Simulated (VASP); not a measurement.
# Ca3AsP (Pm-3m) in VASP: settings compared

Ca3AsP is run at these levels: PBEsol, PBE; tasks: single point.

Program: VASP 6.6.1. These are calculated values, not measurements. Logs are shortened: lines on timing, memory, paths and dates and some standing lists are left out, and cuts for length are marked.

**1. The cell of the first run**

It takes space group Pm-3m (No. 221, cubic). Conventional cell: a = 5.268 Å, b = 5.268 Å, c = 5.268 Å, α = 90.00°, β = 90.00°, γ = 90.00°. Within 4.9 Å of As (site symmetry m-3m) lie 12 Ca at 3.72 Å and 8 P at 4.56 Å. Within 3.5 Å of Ca (site symmetry 4/mmm) lie 2 P at 2.63 Å. P (site symmetry m-3m) has 6 Ca at 2.63 Å within 3.5 Å.

**2. Single point, PBEsol**

The input, INCAR:

```
SYSTEM = Ca3AsP
PREC = Accurate ; ENCUT = 520
EDIFF = 1E-6 ; ISMEAR = -1
SIGMA = 0.05 ; LREAL = .FALSE.
LASPH = .TRUE. ; NELM = 100
ALGO = Normal ; ISIF = 2
LWAVE = .FALSE. ; LCHARG = .FALSE.
GGA = PS ; NBANDS = 28
```

The input, KPOINTS:

```
regular mesh
0
G
  5 5 5
  0 0 0
```

The input, POSCAR:

```
Ca3AsP
1.0
    5.2675685888      0.0000000000      0.0000000000
    0.0000000000      5.2675685888      0.0000000000
    0.0000000000      0.0000000000      5.2675685888
As Ca P
1 3 1
Direct
    0.0000000000      0.0000000000      0.0000000000
    0.5000000000      0.5000000000      0.0000000000
    0.5000000000      0.0000000000      0.5000000000
    0.0000000000      0.5000000000      0.5000000000
    0.5000000000      0.5000000000      0.5000000000
```

Potentials or basis: VASP PAW PBE potentials, release 64 (As, Ca_sv, P).

Command:

```console
$ cat potpaw_PBE.64/As/POTCAR potpaw_PBE.64/Ca_sv/POTCAR potpaw_PBE.64/P/POTCAR > POTCAR
$ mpirun -np 1 vasp_std > vasp.out
```

OUTCAR:

```text
SYSTEM = Ca3AsP
   PREC = Accurate
   ENCUT = 520
   EDIFF = 1E-6
   ISMEAR = -1
   LREAL = .FALSE.
   LASPH = .TRUE.
   NELM = 100
   ISIF = 2
   GGA = PS

 ion  position               nearest neighbor table
   1  0.000  0.000  0.000-
   2  0.500  0.500  0.000-   5 2.63   5 2.63
   3  0.500  0.000  0.500-   5 2.63   5 2.63
   4  0.000  0.500  0.500-   5 2.63   5 2.63
   5  0.500  0.500  0.500-   2 2.63   3 2.63   4 2.63   2 2.63   3 2.63   4 2.63

  LATTYP: Found a simple cubic cell.
 ALAT       =     5.2675685888

  Lattice vectors:

 A1 = (   5.2675685888,   0.0000000000,   0.0000000000)
 A2 = (   0.0000000000,   5.2675685888,   0.0000000000)
 A3 = (   0.0000000000,   0.0000000000,   5.2675685888)

Analysis of symmetry for initial positions (statically):
=====================================================================
 Subroutine PRICEL returns:
 Original cell was already a primitive cell.

 Routine SETGRP: Setting up the symmetry group for a
 simple cubic supercell.

 Subroutine GETGRP returns: Found 48 space group operations
 (whereof 48 operations were pure point group operations)
 out of a pool of 48 trial point group operations.

The static configuration has the point symmetry O_h .

Analysis of symmetry for dynamics (positions and initial velocities):
=====================================================================
 Subroutine PRICEL returns:
 Original cell was already a primitive cell.

 Routine SETGRP: Setting up the symmetry group for a
 simple cubic supercell.

 Subroutine GETGRP returns: Found 48 space group operations
 (whereof 48 operations were pure point group operations)
 out of a pool of 48 trial point group operations.

The dynamic configuration has the point symmetry O_h .

 Subroutine INISYM returns: Found 48 space group operations
 (whereof 48 operations are pure point group operations),
 and found     1 'primitive' translations

----------------------------------------------------------------------------------------

                                     Primitive cell

  volume of cell :     146.1607

  direct lattice vectors                    reciprocal lattice vectors
     5.267568589  0.000000000  0.000000000     0.189840907  0.000000000  0.000000000
     0.000000000  5.267568589  0.000000000     0.000000000  0.189840907  0.000000000
     0.000000000  0.000000000  5.267568589     0.000000000  0.000000000  0.189840907

  length of vectors
     5.267568589  5.267568589  5.267568589     0.189840907  0.189840907  0.189840907

  position of ions in fractional coordinates (direct lattice)
     0.000000000  0.000000000  0.000000000
     0.500000000  0.500000000  0.000000000
     0.500000000  0.000000000  0.500000000
     0.000000000  0.500000000  0.500000000
     0.500000000  0.500000000  0.500000000

  ion indices of the primitive-cell ions
   primitive index   ion index
                 1           1
                 2           2
                 3           3
                 4           4
                 5           5

----------------------------------------------------------------------------------------

 KPOINTS: regular mesh

Automatic generation of k-mesh.
 Grid dimensions read from file:
 generate k-points for:    5    5    5

 Generating k-lattice:

  Cartesian coordinates                     Fractional coordinates (reciprocal lattice)
     0.037968181  0.000000000  0.000000000     0.200000000  0.000000000  0.000000000
     0.000000000  0.037968181  0.000000000     0.000000000  0.200000000  0.000000000
     0.000000000  0.000000000  0.037968181     0.000000000  0.000000000  0.200000000

  Length of vectors
     0.037968181  0.037968181  0.037968181

  Shift w.r.t. Gamma in fractional coordinates (k-lattice)
     0.000000000  0.000000000  0.000000000

 Subroutine IBZKPT returns following result:
 ===========================================

 Found     10 irreducible k-points:

 Following reciprocal coordinates:
            Coordinates               Weight
  0.000000  0.000000  0.000000      1.000000
  0.200000  0.000000  0.000000      6.000000
  0.400000  0.000000  0.000000      6.000000
  0.200000  0.200000  0.000000     12.000000
  0.400000  0.200000  0.000000     24.000000
  0.400000  0.400000  0.000000     12.000000
  0.200000  0.200000  0.200000      8.000000
  0.400000  0.200000  0.200000     24.000000
  0.400000  0.400000  0.200000     24.000000
  0.400000  0.400000  0.400000      8.000000
   k-points           NKPTS =     10   k-points in BZ     NKDIM =     10   number of bands    NBANDS=     28
   number of dos      NEDOS =    301   number of ions     NIONS =      5
   total plane-waves  NPLWV =  64000
   dimension x,y,z NGX =    40 NGY =   40 NGZ =   40
   dimension x,y,z NGXF=    80 NGYF=   80 NGZF=   80
   ions per type =               1   3   1
   NGX,Y,Z   is equivalent  to a cutoff of  12.62, 12.62, 12.62 a.u.
   NGXF,Y,Z  is equivalent  to a cutoff of  25.25, 25.25, 25.25 a.u.
 SYSTEM =  Ca3AsP
   PREC   = accura    normal or accurate (medium, high low for compatibility)
   ISTART =      0    job   : 0-new  1-cont  2-samecut
   ICHARG =      2    charge: 1-file 2-atom 10-const
   ISPIN  =      1    spin polarized calculation?
   LNONCOLLINEAR =      F non collinear calculations
   LSORBIT =      F    spin-orbit coupling
   LASPH  =      T    aspherical Exc in radial PAW
   ENCUT  =  520.0 eV  38.22 Ry    6.18 a.u.   9.79  9.79  9.79*2*pi/ulx,y,z
   NELM   =    100;   NELMIN=  2; NELMDL= -5     # of ELM steps
   EDIFF  = 0.1E-05   stopping-criterion for ELM
   LREAL  =      F    real-space projection
   EDIFFG = 0.1E-04   stopping-criterion for IOM
   NSW    =      0    number of steps for IOM
   IBRION =     -1    ionic relax: 0-MD 1-quasi-New 2-CG
   NFREE  =      0    steps in history (QN), initial steepest desc. (CG)
   ISIF   =      2    stress and relaxation
   ISYM   =      2    0-nonsym 1-usesym 2-fastsym
   POTIM  = 0.5000    time-step for ionic-motion
   TEBEG  =    0.0;   TEEND  =   0.0 temperature during run
   PSTRESS=    0.0 pullay stress
   NELECT =      40.0000    total number of electrons
   NUPDOWN=      -1.0000    fix difference up-down
   EMIN   =  10.00;   EMAX   =-10.00  energy-range for DOS
   EFERMI =   0.00;   METHOD = LEGACY
   ISMEAR =    -1;   SIGMA  =   0.05  broadening in eV -4-tet -1-fermi 0-gaus
   EFERMI_NEDOS =   21; number of points for ismear=-14 and -15
   IALGO  =     38    algorithm
   IMIX   =      4    mixing-type and parameters
     AMIX     =   0.40;   BMIX     =  1.00
     AMIX_MAG =   1.60;   BMIX_MAG =  1.00
  volume/ion in A,a.u.               =      29.23       197.27
  Fermi-wavevector in a.u.,A,eV,Ry     =   1.062881  2.008554 15.370719  1.129716
  Thomas-Fermi vector in A             =   2.198347
   LORBIT       =      0    0 simple, 1 ext, 2 COOP (PROOUT), +10 PAW based schemes
   GGA     = PS    functional components
   LHFCALC =     F    Hartree Fock is set to
   AEXX    =    0.0000 exact exchange contribution
   IVDW    =     0    specifies the selected vdW correction
   LEPSILON=     F    determine dielectric tensor
   LRPA    =     F    only Hartree local field effects (RPA)
 non-spin polarized calculation
  energy-cutoff  :      520.00
  volume of cell :      146.16
 maximum number of plane-waves:      3958
 NGX is ok and might be reduce to    40
   NGX = 19   NGY = 19   NGZ = 19

 number of electron      39.9999991 magnetization

 Free energy of the ion-electron system (eV)
  ---------------------------------------------------
  ext. energy  EPLUGINS =         0.00000000
  ---------------------------------------------------
  free energy    TOTEN  =       -21.52822364 eV

  energy without entropy =      -21.52723786  energy(sigma->0) =      -21.52773075

 E-fermi :   2.8857     XC(G=0):  -8.7114

 val. band max:        2.7533802828   @ k =   0.0000   0.0000   0.0000
 cond. band min:       2.9553716159   @ k =   0.0000   0.0000   0.0000
 fundamental gap:      0.2019913331
 Fermi energy:         2.8856913805

 k-point     1 :       0.0000    0.0000    0.0000
  band No.  band energies     occupation
      1     -38.0784      2.00000
      2     -38.0474      2.00000
      3     -38.0474      2.00000
      4     -19.2859      2.00000
      5     -19.2859      2.00000
      6     -19.2859      2.00000
[... 20 lines left out ...]
     27       6.3701      0.00000
     28       6.3702      0.00000

 k-point     2 :       0.2000    0.0000    0.0000
  band No.  band energies     occupation
      1     -38.0757      2.00000
      2     -38.0500      2.00000
      3     -38.0474      2.00000
      4     -19.2761      2.00000
      5     -19.2761      2.00000
      6     -19.2725      2.00000
[... 20 lines left out ...]
     27       6.3245      0.00000
     28       6.3851      0.00000

 k-point     3 :       0.4000    0.0000    0.0000
  band No.  band energies     occupation
      1     -38.0697      2.00000
      2     -38.0559      2.00000
      3     -38.0474      2.00000
      4     -19.2558      2.00000
      5     -19.2558      2.00000
      6     -19.2352      2.00000
[... 20 lines left out ...]
     27       5.9904      0.00000
     28       6.3738      0.00000

 k-point     4 :       0.2000    0.2000    0.0000
  band No.  band energies     occupation
      1     -38.0733      2.00000
      2     -38.0509      2.00000
      3     -38.0488      2.00000
      4     -19.2873      2.00000
      5     -19.2661      2.00000
      6     -19.2460      2.00000
[... 144 lines left out ...]
     27       6.0081      0.00000
     28       6.4415      0.00000

 k-point     9 :       0.4000    0.4000    0.2000
  band No.  band energies     occupation
      1     -38.0617      2.00000
      2     -38.0565      2.00000
      3     -38.0544      2.00000
      4     -19.3417      2.00000
      5     -19.2658      2.00000
      6     -19.2414      2.00000
[... 20 lines left out ...]
     27       6.1841      0.00000
     28       6.3745      0.00000

 k-point    10 :       0.4000    0.4000    0.4000
  band No.  band energies     occupation
      1     -38.0594      2.00000
      2     -38.0565      2.00000
      3     -38.0565      2.00000
      4     -19.3903      2.00000
      5     -19.2665      2.00000
      6     -19.2649      2.00000
[... 20 lines left out ...]
     27       5.9038      0.00000
     28       6.8574      0.00000

------------------------ aborting loop because EDIFF is reached ----------------------------------------

  FORCE on cell =-STRESS in cart. coord.  units (eV):
  Direction    XX          YY          ZZ          XY          YZ          ZX
  --------------------------------------------------------------------------------------
  -------------------------------------------------------------------------------------
  Total        0.1235679      0.1235679      0.1235679      0.0000000     -0.0000000     -0.0000000
  in kB        1.3545210      1.3545210      1.3545210      0.0000000     -0.0000000     -0.0000000
  external PRESSURE =       1.3545210 kB  Pullay stress =       0.0000000 kB

 VOLUME and BASIS-vectors are now :
 -----------------------------------------------------------------------------
  energy-cutoff  :      520.00
  volume of cell :      146.16
      direct lattice vectors                 reciprocal lattice vectors
     5.267568589  0.000000000  0.000000000     0.189840907  0.000000000  0.000000000
     0.000000000  5.267568589  0.000000000     0.000000000  0.189840907  0.000000000
     0.000000000  0.000000000  5.267568589     0.000000000  0.000000000  0.189840907

 POSITION                                       TOTAL-FORCE (eV/Angst)
 -----------------------------------------------------------------------------------
      0.00000      0.00000      0.00000         0.000000      0.000000      0.000000
      2.63378      2.63378      0.00000         0.000000      0.000000      0.000000
      2.63378      0.00000      2.63378         0.000000      0.000000      0.000000
      0.00000      2.63378      2.63378         0.000000      0.000000      0.000000
      2.63378      2.63378      2.63378         0.000000      0.000000      0.000000
 -----------------------------------------------------------------------------------
    total drift:                               -0.000000     -0.000000     -0.000000

  FREE ENERGIE OF THE ION-ELECTRON SYSTEM (eV)
  ---------------------------------------------------
  free  energy   TOTEN  =       -21.5282236442 eV

  energy  without entropy=      -21.5272378587  energy(sigma->0) =      -21.52773075
```

Wall time 20 s (1 thread of Intel Xeon 6975P-C (Granite Rapids), shared host); peak memory 0.26 GiB.

What came out:

| Property | Result |
| --- | --- |
| Free energy | -21.5282 eV |
| Pressure | 0.1 GPa |
| Band gap on the k mesh | 0.20 eV, direct |

Caveat: the PAW data sets were made with another functional, which shifts forces and pressure a little.

**3. Single point, PBE**

This run uses another cell than the first one, of 30.28 Å³/atom, 1.036 times its volume.

The input, INCAR:

```
ALGO = Normal ; EDIFF = 1E-6
ENCUT = 520 ; GGA = PE
ISIF = 2 ; ISMEAR = -1
LASPH = T ; LCHARG = F
LREAL = F ; LWAVE = F
NBANDS = 28 ; NELM = 60
PREC = Accurate ; SIGMA = 0.05
```

The input, KPOINTS:

```
k-points
0
Gamma
  5 5 5
```

Changes to POSCAR since step 2:

```diff
@@ -2,5 +2,5 @@
 1.0
-    5.2675685888      0.0000000000      0.0000000000
-    0.0000000000      5.2675685888      0.0000000000
-    0.0000000000      0.0000000000      5.2675685888
+    5.3299278757      0.0000000000      0.0000000000
+    0.0000000000      5.3299278757      0.0000000000
+    0.0000000000      0.0000000000      5.3299278757
 As Ca P
```

Potentials or basis: VASP PAW PBE potentials, release 64 (As, Ca_sv, P).

Command:

```console
$ cat potpaw_PBE.64/As/POTCAR potpaw_PBE.64/Ca_sv/POTCAR potpaw_PBE.64/P/POTCAR > POTCAR
$ mpirun -np 1 vasp_std > vasp.out
```

Run time: 20 s. Hardware: 1 thread of Intel Xeon 6975P-C (Granite Rapids), shared host; peak memory 0.24 GiB.

Results (log left out):

```yaml
Free_energy: -20.1638 eV
Pressure: 0.1 GPa
Band_gap_on_the_k_mesh: 0.19 eV, direct
```

Levels at points of the mesh, in eV from the valence-band top:
| k point | band 18 | band 19 | band 20 | band 21 | band 22 | band 23 |
| --- | --- | --- | --- | --- | --- | --- |
| (0.00, 0.00, 0.00) | 0.00 | 0.00 | 0.00 | 0.19 | 0.90 | 0.90 |
